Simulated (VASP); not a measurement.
# CuO in VASP: notebook

Aim: see how the results for CuO move with the level of theory and the settings. Levels: PBEsol, PBEsol+D4, revPBE. Tasks: single point.

Everything below comes from runs of VASP 6.6.1. Logs are shortened: lines on timing, memory, paths and dates and some standing lists are left out, and cuts for length are marked.

### 1 The cell of the first run

The typed cell holds 4 atoms: a = 2.900 Å, b = 2.900 Å, c = 5.129 Å, α = 97.69°, β = 97.69°, γ = 72.31°.

### 2 Single point, PBEsol (atoms moved at random)

INCAR reads:

```
SYSTEM = CuO
  ALGO = Normal
  EDIFF = 1E-6
  ENCUT = 520
  GGA = PS
  ISIF = 2
  ISMEAR = -1
  LASPH = .TRUE.
  LCHARG = .FALSE.
  LREAL = .FALSE.
  LWAVE = .FALSE.
  NBANDS = 25
  NELM = 60
  PREC = Accurate
  SIGMA = 0.05
```

KPOINTS reads:

```
k-points
0
G
  10 10 5
  0 0 0
```

POSCAR reads:

```
CuO
1.0
    2.3418500000     -1.7113000000      0.0000000000
    2.3418500000      1.7113000000      0.0000000000
   -0.8500274268      0.0000000000      5.0578693947
Cu O
2 2
Direct
    0.5063060000     -0.0089130000      0.5000460000
   -0.0030500000      0.5118650000      0.0077660000
    0.4125810000      0.5821750000      0.7543040000
    0.5793590000      0.4093460000      0.2516240000
```

Potentials or basis: VASP PAW PBE potentials, release 64 (Cu, O).

Run with:

```sh
$ cat potpaw_PBE.64/Cu/POTCAR potpaw_PBE.64/O/POTCAR > POTCAR
$ mpirun -np 1 vasp_std > vasp.out
```

OUTCAR:

```text
SYSTEM = CuO
   EDIFF = 1E-6
   ENCUT = 520
   GGA = PS
   ISIF = 2
   ISMEAR = -1
   LASPH = .TRUE.
   LREAL = .FALSE.
   NELM = 60
   PREC = Accurate

 ion  position               nearest neighbor table
   1  0.506  0.991  0.500-   4 1.94   4 1.95   3 1.97   3 1.98
   2  0.997  0.512  0.008-   4 1.93   3 1.96   4 1.96   3 1.97
   3  0.413  0.582  0.754-   2 1.96   2 1.97   1 1.97   1 1.98
   4  0.579  0.409  0.252-   2 1.93   1 1.94   1 1.95   2 1.96

  LATTYP: Found a base centered monoclinic cell.
 ALAT       =     4.6837000000
 B/A-ratio  =     0.7307470589
 C/A-ratio  =     1.0950317057
 COS(beta)  =    -0.1657361228

  Lattice vectors:

 A1 = (   2.3418500000,  -1.7113000000,   0.0000000000)
 A2 = (   2.3418500000,   1.7113000000,   0.0000000000)
 A3 = (  -0.8500274268,   0.0000000000,   5.0578693947)

Analysis of symmetry for initial positions (statically):
=====================================================================
 Subroutine PRICEL returns:
 Original cell was already a primitive cell.

 Routine SETGRP: Setting up the symmetry group for a
 base centered monoclinic supercell.

 Subroutine GETGRP returns: Found  1 space group operations
 (whereof  1 operations were pure point group operations)
 out of a pool of  4 trial point group operations.

The static configuration has the point symmetry C_1 .

Analysis of symmetry for dynamics (positions and initial velocities):
=====================================================================
 Subroutine PRICEL returns:
 Original cell was already a primitive cell.

 Routine SETGRP: Setting up the symmetry group for a
 base centered monoclinic supercell.

 Subroutine GETGRP returns: Found  1 space group operations
 (whereof  1 operations were pure point group operations)
 out of a pool of  4 trial point group operations.

The dynamic configuration has the point symmetry C_1 .

 Subroutine INISYM returns: Found  1 space group operations
 (whereof  1 operations are pure point group operations),
 and found     1 'primitive' translations

----------------------------------------------------------------------------------------

                                     Primitive cell

  volume of cell :      40.5399

  direct lattice vectors                    reciprocal lattice vectors
     2.341850000 -1.711300000  0.000000000     0.213506416 -0.292175539  0.035881968
     2.341850000  1.711300000  0.000000000     0.213506416  0.292175539  0.035881968
    -0.850027427  0.000000000  5.057869395     0.000000000  0.000000000  0.197711709

  length of vectors
     2.900484289  2.900484289  5.128800000     0.363646877  0.363646877  0.197711709
[... 88 lines left out ...]
   NSW    =      0    number of steps for IOM
   IBRION =     -1    ionic relax: 0-MD 1-quasi-New 2-CG
   NFREE  =      0    steps in history (QN), initial steepest desc. (CG)
   ISIF   =      2    stress and relaxation
   ISYM   =      2    0-nonsym 1-usesym 2-fastsym
   POTIM  = 0.5000    time-step for ionic-motion
   TEBEG  =    0.0;   TEEND  =   0.0 temperature during run
   PSTRESS=    0.0 pullay stress
   NELECT =      34.0000    total number of electrons
   NUPDOWN=      -1.0000    fix difference up-down
   EMIN   =  10.00;   EMAX   =-10.00  energy-range for DOS
   EFERMI =   0.00;   METHOD = LEGACY
   ISMEAR =    -1;   SIGMA  =   0.05  broadening in eV -4-tet -1-fermi 0-gaus
   EFERMI_NEDOS =   21; number of points for ismear=-14 and -15
   IALGO  =     38    algorithm
   IMIX   =      4    mixing-type and parameters
     AMIX     =   0.40;   BMIX     =  1.00
     AMIX_MAG =   1.60;   BMIX_MAG =  1.00
  volume/ion in A,a.u.               =      10.13        68.39
  Fermi-wavevector in a.u.,A,eV,Ry     =   1.543856  2.917465 32.429379  2.383492
  Thomas-Fermi vector in A             =   2.649460
   LORBIT       =      0    0 simple, 1 ext, 2 COOP (PROOUT), +10 PAW based schemes
   GGA     = PS    functional components
   LHFCALC =     F    Hartree Fock is set to
   AEXX    =    0.0000 exact exchange contribution
   IVDW    =     0    specifies the selected vdW correction
   LEPSILON=     F    determine dielectric tensor
   LRPA    =     F    only Hartree local field effects (RPA)
 non-spin polarized calculation
  energy-cutoff  :      520.00
  volume of cell :       40.54
 maximum number of plane-waves:      1129
 NGX is ok and might be reduce to    24
   NGX = 11   NGY = 11   NGZ = 19

 number of electron      33.9999994 magnetization

 Free energy of the ion-electron system (eV)
  ---------------------------------------------------
  ext. energy  EPLUGINS =         0.00000000
  ---------------------------------------------------
  free energy    TOTEN  =       -21.33043493 eV

  energy without entropy =      -21.31120178  energy(sigma->0) =      -21.32081836

 E-fermi :   5.5352     XC(G=0): -12.1867

 val. band max:        5.5311470737   @ k =   0.5000   0.1000   0.2000
 cond. band min:       5.5362370163   @ k =  -0.4000   0.2000   0.4000
 fundamental gap:      0.0050899425
 Fermi energy:         5.5351931493

 k-point     1 :       0.0000    0.0000    0.0000
  band No.  band energies     occupation
      1     -14.3180      2.00000
      2     -12.9467      2.00000
      3      -2.6571      2.00000
      4      -0.0348      2.00000
      5       0.3607      2.00000
      6       2.2270      2.00000
[... 661 lines left out ...]
     24      18.8398      0.00000
     25      20.3130      0.00000

 [... further k-points ...]

------------------------ aborting loop because EDIFF is reached ----------------------------------------

  FORCE on cell =-STRESS in cart. coord.  units (eV):
  Direction    XX          YY          ZZ          XY          YZ          ZX
  --------------------------------------------------------------------------------------
  -------------------------------------------------------------------------------------
  Total       -0.6254508     -0.0561968     -1.0461663     -0.0492198     -0.1163280     -0.2286129
  in kB      -24.7184307     -2.2209530    -41.3455216     -1.9452136     -4.5973974     -9.0350074
  external PRESSURE =     -22.7616351 kB  Pullay stress =       0.0000000 kB

 VOLUME and BASIS-vectors are now :
 -----------------------------------------------------------------------------
  energy-cutoff  :      520.00
  volume of cell :       40.54
      direct lattice vectors                 reciprocal lattice vectors
     2.341850000 -1.711300000  0.000000000     0.213506416 -0.292175539  0.035881968
     2.341850000  1.711300000  0.000000000     0.213506416  0.292175539  0.035881968
    -0.850027427  0.000000000  5.057869395     0.000000000  0.000000000  0.197711709

 POSITION                                       TOTAL-FORCE (eV/Angst)
 -----------------------------------------------------------------------------------
      3.08162      0.82961      2.52917        -0.045406      0.140164      0.384628
      3.52682     -0.83013      0.03928        -0.190544      0.012066     -0.332720
      1.68839      0.29023      3.81517         0.095923     -0.438638     -0.103292
      2.10151     -0.29094      1.27268         0.140027      0.286408      0.051384
 -----------------------------------------------------------------------------------
    total drift:                               -0.000285      0.000539     -0.000618

  FREE ENERGIE OF THE ION-ELECTRON SYSTEM (eV)
  ---------------------------------------------------
  free  energy   TOTEN  =       -21.3304349344 eV

  energy  without entropy=      -21.3112017839  energy(sigma->0) =      -21.32081836
```

OSZICAR:

```text
N       E                     dE             d eps       ncg     rms          rms(c)
DAV:   1     0.293308453411E+03    0.29331E+03   -0.16382E+04 13329   0.216E+03
DAV:   2     0.928177007849E+01   -0.28403E+03   -0.26195E+03 12890   0.396E+02
DAV:   3    -0.260962934062E+02   -0.35378E+02   -0.33397E+02 15765   0.156E+02
DAV:   4    -0.272738766734E+02   -0.11776E+01   -0.11710E+01 15479   0.304E+01
DAV:   5    -0.272950120423E+02   -0.21135E-01   -0.21126E-01 16570   0.363E+00    0.174E+01
DAV:   6    -0.250112800415E+02    0.22837E+01   -0.36978E+01 17760   0.156E+02    0.136E+01
DAV:   7    -0.212852330279E+02    0.37260E+01   -0.10087E+01 15225   0.117E+02    0.261E+00
DAV:   8    -0.213801114164E+02   -0.94878E-01   -0.15561E+00 16507   0.105E+01    0.183E+00
DAV:   9    -0.214228373430E+02   -0.42726E-01   -0.60816E-01 18488   0.226E+01    0.344E+00
DAV:  10    -0.213409701139E+02    0.81867E-01   -0.41328E-01 18213   0.165E+01    0.438E-01
DAV:  11    -0.213308655154E+02    0.10105E-01   -0.14833E-02 20701   0.287E+00    0.306E-01
DAV:  12    -0.213304255680E+02    0.43995E-03   -0.38108E-03 19655   0.104E+00    0.878E-02
DAV:  13    -0.213304328714E+02   -0.73034E-05   -0.50386E-04 20210   0.444E-01    0.355E-02
DAV:  14    -0.213304415288E+02   -0.86574E-05   -0.11424E-04 20124   0.322E-01    0.354E-02
DAV:  15    -0.213304358255E+02    0.57034E-05   -0.51172E-05 20203   0.168E-01    0.626E-03
DAV:  16    -0.213304349344E+02    0.89109E-06   -0.18018E-06  7154   0.282E-02
   1 F= -.21330435E+02 E0= -.21320818E+02  d E =-.192332E-01
```

stdout:

```text
POSCAR found type information on POSCAR CuO
 POSCAR found :  2 types and       4 ions
 scaLAPACK will be used
 -----------------------------------------------------------------------------
|                                                                             |
|                                                                             |
|     You enforced a specific xc type in the INCAR file but a different       |
|     I HOPE YOU KNOW WHAT YOU ARE DOING!                                     |
|                                                                             |
 -----------------------------------------------------------------------------

 LDA part: xc-table for (Slater+PW92), standard interpolation
 POSCAR, INCAR and KPOINTS ok, starting setup
 FFT: planning ... GRIDC
 FFT: planning ... GRID_SOFT
 FFT: planning ... GRID
 WAVECAR not read
 entering main loop
```

Wall time 4.7 min (1 thread of Intel Xeon 8259CL, shared host); peak memory 0.33 GiB.

What came out:

```yaml
Free_energy: -21.3304 eV
Pressure: -2.3 GPa
Largest_force: 0.461 eV/Å
Band_gap_on_the_k_mesh: zero (bands 17 and 18 overlap by 0.57 eV)
```

Forces on the atoms (eV/Å):
```
Cu  -0.045  0.140  0.385
Cu  -0.191  0.012 -0.333
O    0.096 -0.439 -0.103
O    0.140  0.286  0.051
```

Stress tensor (GPa, compression positive):
```
-2.47 -0.19 -0.90
-0.19 -0.22 -0.46
-0.90 -0.46 -4.13
```

Levels at points of the mesh, in eV from the Fermi level:
```csv
k point,band 13,band 14,band 15,band 16,band 17,band 18,band 19,band 20,band 21,band 22
"(0.00, 0.00, 0.00)",-2.35,-2.18,-2.12,-1.62,0.22,0.94,1.67,5.91,8.14,13.21
"(0.50, 0.00, 0.00)",-2.03,-1.57,-1.47,-1.38,-0.02,0.25,4.80,6.24,6.95,10.99
"(0.00, 0.50, 0.00)",-2.00,-1.57,-1.49,-1.39,-0.03,0.28,4.88,6.24,6.90,11.03
"(0.50, 0.50, 0.00)",-2.11,-2.10,-1.67,-1.20,-0.62,1.07,3.28,7.00,8.47,9.99
```

Caveat: the cell differs from its parent crystal (atoms moved at random); the PAW data sets were made with another functional, which shifts forces and pressure a little; semilocal functionals often make such compounds metallic where correlation or magnetic order opens a gap, which also shifts bond lengths.

### 3 Single point, PBEsol+D4

This run uses another cell than the first one, of 9.53 Å³/atom.

INCAR reads:

```
SYSTEM = CuO
PREC     = Accurate       ! precision mode
ENCUT    = 520            ! plane-wave cutoff, eV
EDIFF    = 1E-6           ! SCF threshold, eV
ISMEAR   = -1             ! smearing method
SIGMA    = 0.05           ! smearing width, eV
LREAL    = .False.        ! projectors in reciprocal space
LASPH    = .True.         ! aspherical terms in the spheres
NELM     = 60             ! most SCF steps
ALGO     = Normal         ! electronic algorithm
ISIF     = 2              ! what is computed and relaxed
LWAVE    = .False.        ! write WAVECAR
LCHARG   = .False.        ! write CHGCAR
GGA      = PS             ! functional
IVDW     = 13             ! dispersion correction
NBANDS   = 25             ! bands
```

KPOINTS reads:

```
regular mesh
0
Gamma
  10 10 5
  0 0 0
```

POSCAR reads:

```
CuO
1.0
    2.2940437287     -1.6763657078      0.0000000000
    2.2940437287      1.6763657078      0.0000000000
   -0.8326750593      0.0000000000      4.9546185987
Cu O
2 2
Direct
    0.5000000000      0.0000000000      0.5000000000
    0.0000000000      0.5000000000      0.0000000000
    0.4184000000      0.5816000000      0.7500000000
    0.5816000000      0.4184000000      0.2500000000
```

Potentials or basis: VASP PAW PBE potentials, release 64 (Cu, O).

Run with:

```sh
$ cat potpaw_PBE.64/Cu/POTCAR potpaw_PBE.64/O/POTCAR > POTCAR
$ mpirun -np 1 vasp_std > vasp.out
```

It took 75 s on 1 thread of Intel Xeon 6975P-C (Granite Rapids), shared host; peak memory 0.23 GiB.

Results (log left out):

| Quantity | Value |
| --- | --- |
| Free energy | -22.0542 eV |
| Pressure | 7.7 GPa |
| Largest force | 0.108 eV/Å |
| Band gap on the k mesh | zero (bands 17 and 18 overlap by 0.61 eV) |
| Dispersion energy per atom | -0.191 eV |

Forces in eV/Å, atoms in the order of the input:
```
Cu   0.000  0.000  0.000
Cu   0.000  0.000  0.000
O    0.000 -0.108  0.000
O    0.000  0.108  0.000
```

Stress tensor (GPa, compression positive):
```
 8.00  0.00 -2.28
 0.00  7.01  0.00
-2.28  0.00  8.21
```

Levels at points of the mesh, in eV from the Fermi level:
| k point | band 14 | band 15 | band 16 | band 17 | band 18 | band 19 | band 20 | band 21 |
| --- | --- | --- | --- | --- | --- | --- | --- | --- |
| (0.00, 0.00, 0.00) | -2.41 | -2.35 | -1.78 | 0.23 | 1.01 | 1.90 | 5.97 | 8.49 |
| (0.50, 0.00, 0.00) | -1.74 | -1.65 | -1.53 | 0.00 | 0.25 | 4.74 | 6.47 | 7.20 |
| (0.50, 0.50, 0.00) | -2.32 | -1.73 | -1.31 | -0.70 | 1.14 | 3.05 | 7.25 | 8.53 |

Caveat: the cell stands under pressure; the PAW data sets were made with another functional, which shifts forces and pressure a little; semilocal functionals often make such compounds metallic where correlation or magnetic order opens a gap, which also shifts bond lengths.

### 4 Single point, revPBE

This run uses another cell than the first one, of 9.73 Å³/atom.

INCAR reads:

```
ALGO = Normal ; EDIFF = 1E-6
ENCUT = 520 ; GGA = RE
ISIF = 2 ; ISMEAR = -1
LASPH = True ; LCHARG = False
LREAL = False ; LWAVE = False
NBANDS = 25 ; NELM = 60
PREC = Accurate ; SIGMA = 0.05
```

KPOINTS reads:

```
k-points
0
Gamma
  10 10 5
```

POSCAR reads:

```
CuO
1.0
    2.3101994985     -1.6881714891      0.0000000000
    2.3101994985      1.6881714891      0.0000000000
   -0.8385391614      0.0000000000      4.9895114286
Cu O
2 2
Direct
    0.5000000000      0.0000000000      0.5000000000
    0.0000000000      0.5000000000      0.0000000000
    0.4184000000      0.5816000000      0.7500000000
    0.5816000000      0.4184000000      0.2500000000
```

Run with:

```sh
$ cat potpaw_PBE.64/Cu/POTCAR potpaw_PBE.64/O/POTCAR > POTCAR
$ mpirun -np 1 vasp_std > vasp.out
```

Run time: 62 s. Hardware: 1 thread of Intel Xeon 6975P-C (Granite Rapids), shared host; peak memory 0.23 GiB.

The run converged. Its results:

| Item | Value |
| --- | --- |
| Free energy | -17.8723 eV |
| Pressure | 19.3 GPa |
| Largest force | 0.025 eV/Å |
| Band gap on the k mesh | zero (bands 17 and 18 overlap by 0.60 eV) |

Forces on the atoms (eV/Å):
```
Cu   0.000  0.000  0.000
Cu   0.000  0.000  0.000
O    0.000 -0.025  0.000
O    0.000  0.025  0.000
```

Stress tensor (GPa, compression positive):
```
19.79  0.00 -2.69
 0.00 17.57  0.00
-2.69  0.00 20.54
```

Levels at points of the mesh, in eV from the Fermi level:
```csv
k point,band 15,band 16,band 17,band 18,band 19,band 20
"(0.00, 0.00, 0.00)",-2.30,-1.76,0.21,0.98,1.89,6.13
"(0.50, 0.00, 0.00)",-1.62,-1.51,0.01,0.25,4.92,6.54
"(0.50, 0.50, 0.00)",-1.71,-1.30,-0.70,1.11,3.29,7.34
```

Caveat: the cell stands under pressure; the PAW data sets were made with another functional, which shifts forces and pressure a little; semilocal functionals often make such compounds metallic where correlation or magnetic order opens a gap, which also shifts bond lengths. With open d or f shells a metallic result of revPBE can be an artefact of self-interaction; +U or a hybrid may open a gap.

### 5 Overview

```csv
level,cell,gap on the mesh (eV),pressure (GPa),largest force (eV/Å)
PBEsol,"a = 2.900, b = 2.900, c = 5.129 Å, angles 97.7, 97.7, 72.3°, 4 atoms, atomic positions A",none,-2.3,0.46
PBEsol+D4,"a = 2.841, b = 2.841, c = 5.024 Å, angles 97.7, 97.7, 72.3°, 4 atoms, atomic positions B",none,7.7,0.11
revPBE,"a = 2.861, b = 2.861, c = 5.059 Å, angles 97.7, 97.7, 72.3°, 4 atoms, atomic positions B",none,19.3,0.03
```

Alike in all rows: task single point; potentials or basis VASP PAW PBE potentials, release 64 (Cu, O); no spin polarisation; k mesh 10 × 10 × 5; cutoff (eV) 520; smearing fermi-dirac 0.05 eV.

Caveats: the PAW data sets were made with another functional, which shifts forces and pressure a little; semilocal functionals often make such compounds metallic where correlation or magnetic order opens a gap, which also shifts bond lengths; the cell stands under pressure (at least some runs).

Absolute energies hang on the potentials; compare differences alone.
